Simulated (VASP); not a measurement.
# WS2 (P6_3/mmc) in VASP: single point with PBEsol

Aim: the single point of WS2 with PBEsol.

Everything below comes from runs of VASP 6.6.1. Logs are shortened: lines on timing, memory, paths and dates and some standing lists are left out, and cuts for length are marked.

### Step 1. The cell of the first run

It takes space group P6_3/mmc (No. 194, hexagonal). Conventional cell: a = 3.146 Å, b = 3.146 Å, c = 12.666 Å, α = 90.00°, β = 90.00°, γ = 120.00°. W (site symmetry -6m2) has 6 S at 2.40 Å and 6 W at 3.15 Å within 3.2 Å. Within 3.2 Å of S (site symmetry 3m) lie 3 W at 2.40 Å and 7 S at 3.14 to 3.15 Å.

### Step 2. Single point, PBEsol

Contents of INCAR:

```
SYSTEM = WS2
  PREC = Accurate
  ENCUT = 520
  EDIFF = 1E-6
  ISMEAR = 0
  SIGMA = 0.02
  LREAL = .FALSE.
  LASPH = .TRUE.
  NELM = 60
  ALGO = Normal
  ISIF = 2
  LWAVE = .FALSE.
  LCHARG = .TRUE.
  GGA = PS
  LELF = .TRUE.
  LVHAR = .TRUE.
  NBANDS = 35
```

Contents of KPOINTS:

```
Automatic mesh
0
G
  12 12 4
  0 0 0
```

Contents of POSCAR:

```
WS2
1.0
    3.1464310406      0.0000000000      0.0000000000
   -1.5732155203      2.7248892124      0.0000000000
    0.0000000000      0.0000000000     12.6664891947
W S
2 4
Direct
    0.6666666667      0.3333333333      0.7500000000
    0.3333333333      0.6666666667      0.2500000000
    0.3333333333      0.6666666667      0.8737559595
    0.6666666667      0.3333333333      0.3737559595
    0.3333333333      0.6666666667      0.6262440405
    0.6666666667      0.3333333333      0.1262440405
```

Potentials or basis: VASP PAW PBE potentials, release 64 (W_sv, S).

Started as:

```
$ cat potpaw_PBE.64/W_sv/POTCAR potpaw_PBE.64/S/POTCAR > POTCAR
$ mpirun -np 1 vasp_std > vasp.out
```

OUTCAR:

```text
SYSTEM = WS2
   PREC = Accurate
   ENCUT = 520
   EDIFF = 1E-6
   ISMEAR = 0
   LREAL = .FALSE.
   LASPH = .TRUE.
   NELM = 60
   ISIF = 2
   GGA = PS

 ion  position               nearest neighbor table
   1  0.667  0.333  0.750-   3 2.40   5 2.40   3 2.40   5 2.40   3 2.40   5 2.40
   2  0.333  0.667  0.250-   4 2.40   6 2.40   4 2.40   6 2.40   4 2.40   6 2.40
   3  0.333  0.667  0.874-   1 2.40   1 2.40   1 2.40
   4  0.667  0.333  0.374-   2 2.40   2 2.40   2 2.40
   5  0.333  0.667  0.626-   1 2.40   1 2.40   1 2.40
   6  0.667  0.333  0.126-   2 2.40   2 2.40   2 2.40

  LATTYP: Found a hexagonal cell.
 ALAT       =     3.1464310406
 C/A-ratio  =     4.0256687756

  Lattice vectors:

 A1 = (   3.1464310406,   0.0000000000,   0.0000000000)
 A2 = (  -1.5732155203,   2.7248892124,   0.0000000000)
 A3 = (   0.0000000000,   0.0000000000,  12.6664891947)

Analysis of symmetry for initial positions (statically):
=====================================================================
 Subroutine PRICEL returns:
 Original cell was already a primitive cell.

 Routine SETGRP: Setting up the symmetry group for a
 hexagonal supercell.

 Subroutine GETGRP returns: Found 24 space group operations
 (whereof 12 operations were pure point group operations)
 out of a pool of 24 trial point group operations.

The static configuration has the point symmetry D_3d.
 The point group associated with its full space group is D_6h.

Analysis of symmetry for dynamics (positions and initial velocities):
=====================================================================
 Subroutine PRICEL returns:
 Original cell was already a primitive cell.

 Routine SETGRP: Setting up the symmetry group for a
 hexagonal supercell.

 Subroutine GETGRP returns: Found 24 space group operations
 (whereof 12 operations were pure point group operations)
 out of a pool of 24 trial point group operations.

The dynamic configuration has the point symmetry D_3d.
 The point group associated with its full space group is D_6h.

 Subroutine INISYM returns: Found 24 space group operations
 (whereof 12 operations are pure point group operations),
 and found     1 'primitive' translations

----------------------------------------------------------------------------------------

                                     Primitive cell

  volume of cell :     108.5984

  direct lattice vectors                    reciprocal lattice vectors
     3.146431041  0.000000000  0.000000000     0.317820409  0.183493699  0.000000000
    -1.573215520  2.724889212  0.000000000     0.000000000  0.366987397  0.000000000
     0.000000000  0.000000000 12.666489195     0.000000000  0.000000000  0.078948475

  length of vectors
     3.146431041  3.146431041 12.666489195     0.366987397  0.366987397  0.078948475

  position of ions in fractional coordinates (direct lattice)
     0.666666667  0.333333333  0.750000000
     0.333333333  0.666666667  0.250000000
     0.333333333  0.666666667  0.873755960
     0.666666667  0.333333333  0.373755960
     0.333333333  0.666666667  0.626244040
     0.666666667  0.333333333  0.126244040

  ion indices of the primitive-cell ions
   primitive index   ion index
                 1           1
                 2           2
                 3           3
                 4           4
                 5           5
                 6           6

----------------------------------------------------------------------------------------

 KPOINTS: Automatic mesh

Automatic generation of k-mesh.
 Grid dimensions read from file:
 generate k-points for:   12   12    4

 Generating k-lattice:

  Cartesian coordinates                     Fractional coordinates (reciprocal lattice)
     0.026485034  0.015291142  0.000000000     0.083333333  0.000000000  0.000000000
     0.000000000  0.030582283  0.000000000     0.000000000  0.083333333  0.000000000
     0.000000000  0.000000000  0.019737119     0.000000000  0.000000000  0.250000000

  Length of vectors
     0.030582283  0.030582283  0.019737119

  Shift w.r.t. Gamma in fractional coordinates (k-lattice)
     0.000000000  0.000000000  0.000000000

 Subroutine IBZKPT returns following result:
 ===========================================

 Found     57 irreducible k-points:

 Following reciprocal coordinates:
            Coordinates               Weight
  0.000000  0.000000  0.000000      1.000000
  0.083333 -0.000000  0.000000      6.000000
  0.166667 -0.000000  0.000000      6.000000
  0.250000 -0.000000  0.000000      6.000000
  0.333333 -0.000000  0.000000      6.000000
  0.416667  0.000000  0.000000      6.000000
[... 16 lines left out ...]
  0.250000 -0.000000  0.250000     12.000000
  0.333333 -0.000000  0.250000     12.000000
 [... further k-points ...]
   k-points           NKPTS =     57   k-points in BZ     NKDIM =     57   number of bands    NBANDS=     35
   number of dos      NEDOS =    301   number of ions     NIONS =      6
   total plane-waves  NPLWV =  55296
   dimension x,y,z NGX =    24 NGY =   24 NGZ =   96
   dimension x,y,z NGXF=    48 NGYF=   48 NGZF=  192
   ions per type =               2   4
   NGX,Y,Z   is equivalent  to a cutoff of  12.68, 12.68, 12.60 a.u.
   NGXF,Y,Z  is equivalent  to a cutoff of  25.36, 25.36, 25.20 a.u.
 SYSTEM =  WS2
   PREC   = accura    normal or accurate (medium, high low for compatibility)
   ISTART =      0    job   : 0-new  1-cont  2-samecut
   ICHARG =      2    charge: 1-file 2-atom 10-const
   ISPIN  =      1    spin polarized calculation?
   LNONCOLLINEAR =      F non collinear calculations
   LSORBIT =      F    spin-orbit coupling
   LASPH  =      T    aspherical Exc in radial PAW
   ENCUT  =  520.0 eV  38.22 Ry    6.18 a.u.   5.85  5.85 23.55*2*pi/ulx,y,z
   NELM   =     60;   NELMIN=  2; NELMDL= -5     # of ELM steps
   EDIFF  = 0.1E-05   stopping-criterion for ELM
   LREAL  =      F    real-space projection
   EDIFFG = 0.1E-04   stopping-criterion for IOM
   NSW    =      0    number of steps for IOM
   IBRION =     -1    ionic relax: 0-MD 1-quasi-New 2-CG
   NFREE  =      0    steps in history (QN), initial steepest desc. (CG)
   ISIF   =      2    stress and relaxation
   ISYM   =      2    0-nonsym 1-usesym 2-fastsym
   POTIM  = 0.5000    time-step for ionic-motion
   TEBEG  =    0.0;   TEEND  =   0.0 temperature during run
   PSTRESS=    0.0 pullay stress
   NELECT =      52.0000    total number of electrons
   NUPDOWN=      -1.0000    fix difference up-down
   EMIN   =  10.00;   EMAX   =-10.00  energy-range for DOS
   EFERMI =   0.00;   METHOD = LEGACY
   ISMEAR =     0;   SIGMA  =   0.02  broadening in eV -4-tet -1-fermi 0-gaus
   EFERMI_NEDOS =   21; number of points for ismear=-14 and -15
   IALGO  =     38    algorithm
   IMIX   =      4    mixing-type and parameters
     AMIX     =   0.40;   BMIX     =  1.00
     AMIX_MAG =   1.60;   BMIX_MAG =  1.00
  volume/ion in A,a.u.               =      18.10       122.14
  Fermi-wavevector in a.u.,A,eV,Ry     =   1.280761  2.420288 22.318307  1.640349
  Thomas-Fermi vector in A             =   2.413170
   LORBIT       =      0    0 simple, 1 ext, 2 COOP (PROOUT), +10 PAW based schemes
   GGA     = PS    functional components
   LHFCALC =     F    Hartree Fock is set to
   AEXX    =    0.0000 exact exchange contribution
   IVDW    =     0    specifies the selected vdW correction
   LEPSILON=     F    determine dielectric tensor
   LRPA    =     F    only Hartree local field effects (RPA)
 non-spin polarized calculation
 Gauss-broadening in eV      SIGMA  =   0.02
  energy-cutoff  :      520.00
  volume of cell :      108.60
 maximum number of plane-waves:      2946
 NGX is ok and might be reduce to    24
   NGX = 11   NGY = 11   NGZ = 47

 number of electron      51.9999991 magnetization

 Free energy of the ion-electron system (eV)
  ---------------------------------------------------
  ext. energy  EPLUGINS =         0.00000000
  ---------------------------------------------------
  free energy    TOTEN  =       -50.55407093 eV

  energy without entropy =      -50.55407093  energy(sigma->0) =      -50.55407093

 E-fermi :   7.1680     XC(G=0): -10.9580

 val. band max:        7.0008873141   @ k =   0.0000   0.0000   0.0000
 cond. band min:       8.1035390134   @ k =   0.1667   0.1667   0.0000
 fundamental gap:      1.1026516993
 Fermi energy:         7.1679996842

 k-point     1 :       0.0000    0.0000    0.0000
  band No.  band energies     occupation
      1     -67.4296      2.00000
      2     -67.4296      2.00000
      3     -31.7073      2.00000
      4     -31.7073      2.00000
      5     -31.5136      2.00000
      6     -31.5136      2.00000
[... 27 lines left out ...]
     34       9.6936      0.00000
     35      11.8474      0.00000

 k-point     2 :       0.0833   -0.0000    0.0000
  band No.  band energies     occupation
      1     -67.4282      2.00000
      2     -67.4282      2.00000
      3     -31.7026      2.00000
      4     -31.7026      2.00000
      5     -31.5397      2.00000
      6     -31.5397      2.00000
[... 27 lines left out ...]
     34       9.6995      0.00000
     35      12.4007      0.00000

 k-point     3 :       0.1667   -0.0000    0.0000
  band No.  band energies     occupation
      1     -67.4246      2.00000
      2     -67.4245      2.00000
      3     -31.6897      2.00000
      4     -31.6897      2.00000
      5     -31.6104      2.00000
      6     -31.6104      2.00000
[... 27 lines left out ...]
     34      10.2376      0.00000
     35      13.4611      0.00000

 k-point     4 :       0.2500   -0.0000    0.0000
  band No.  band energies     occupation
      1     -67.4196      2.00000
      2     -67.4196      2.00000
      3     -31.7057      2.00000
      4     -31.7057      2.00000
      5     -31.6720      2.00000
      6     -31.6720      2.00000
[... 27 lines left out ...]
     34      10.7989      0.00000
     35      13.8037      0.00000

 k-point     5 :       0.3333   -0.0000    0.0000
  band No.  band energies     occupation
      1     -67.4146      2.00000
      2     -67.4146      2.00000
      3     -31.7994      2.00000
      4     -31.7994      2.00000
      5     -31.6542      2.00000
      6     -31.6542      2.00000
[... 638 lines left out ...]
 k-point    22 :       0.1667   -0.0000    0.2500
  band No.  band energies     occupation
      1     -67.4246      2.00000
      2     -67.4245      2.00000
      3     -31.6897      2.00000
      4     -31.6897      2.00000
      5     -31.6104      2.00000
      6     -31.6104      2.00000
[... 27 lines left out ...]
     34      10.2256      0.00000
     35      13.5525      0.00000

 k-point    23 :       0.2500   -0.0000    0.2500
  band No.  band energies     occupation
      1     -67.4196      2.00000
      2     -67.4196      2.00000
      3     -31.7057      2.00000
      4     -31.7057      2.00000
      5     -31.6720      2.00000
      6     -31.6720      2.00000
[... 27 lines left out ...]
     34      10.7739      0.00000
     35      13.7666      0.00000

 k-point    24 :       0.3333   -0.0000    0.2500
  band No.  band energies     occupation
      1     -67.4146      2.00000
      2     -67.4146      2.00000
      3     -31.7994      2.00000
      4     -31.7994      2.00000
      5     -31.6542      2.00000
      6     -31.6542      2.00000
[... 27 lines left out ...]
     34      11.1712      0.00000
     35      12.9557      0.00000

 [... further k-points ...]
[... 5 lines left out ...]
  --------------------------------------------------------------------------------------
  -------------------------------------------------------------------------------------
  Total        0.0554033      0.0554033      0.1138565      0.0000000      0.0000000     -0.0000000
  in kB        0.8173780      0.8173780      1.6797523      0.0000000      0.0000000     -0.0000000
  external PRESSURE =       1.1048361 kB  Pullay stress =       0.0000000 kB

 VOLUME and BASIS-vectors are now :
 -----------------------------------------------------------------------------
  energy-cutoff  :      520.00
  volume of cell :      108.60
      direct lattice vectors                 reciprocal lattice vectors
     3.146431041  0.000000000  0.000000000     0.317820409  0.183493699  0.000000000
    -1.573215520  2.724889212  0.000000000     0.000000000  0.366987397  0.000000000
     0.000000000  0.000000000 12.666489195     0.000000000  0.000000000  0.078948475

 POSITION                                       TOTAL-FORCE (eV/Angst)
 -----------------------------------------------------------------------------------
      1.57322      0.90830      9.49987        -0.000000      0.000000      0.000000
     -0.00000      1.81659      3.16662         0.000000     -0.000000      0.000000
     -0.00000      1.81659     11.06742         0.000000     -0.000000      0.017603
      1.57322      0.90830      4.73418        -0.000000      0.000000      0.017603
     -0.00000      1.81659      7.93231         0.000000      0.000000     -0.017603
      1.57322      0.90830      1.59907        -0.000000     -0.000000     -0.017603
 -----------------------------------------------------------------------------------
    total drift:                               -0.000000      0.000000     -0.000000

  FREE ENERGIE OF THE ION-ELECTRON SYSTEM (eV)
  ---------------------------------------------------
  free  energy   TOTEN  =       -50.5540709287 eV

  energy  without entropy=      -50.5540709287  energy(sigma->0) =      -50.55407093
```

It took 1.7 min on 1 thread of Intel Xeon 6975P-C (Granite Rapids), shared host; peak memory 0.32 GiB.

What came out:

* Free energy: -50.5541 eV
* Pressure: 0.1 GPa
* Largest force: 0.018 eV/Å
* Band gap on the k mesh: 1.10 eV (least direct gap 1.87 eV)

Forces in eV/Å, atoms in the order of the input:
```
W    0.000  0.000  0.000
W    0.000  0.000  0.000
S    0.000  0.000  0.018
S    0.000  0.000  0.018
S    0.000  0.000 -0.018
S    0.000  0.000 -0.018
```

Stress tensor (GPa, compression positive):
```
0.08 0.00 0.00
0.00 0.08 0.00
0.00 0.00 0.17
```

Caveat: the PAW data sets were made with another functional, which shifts forces and pressure a little; spin-orbit coupling is left out, which moves the levels of the heavy elements; this functional lacks dispersion, which binds the layers, so the pressure and a relaxed spacing across them are unreliable. A k mesh can miss the band edges.
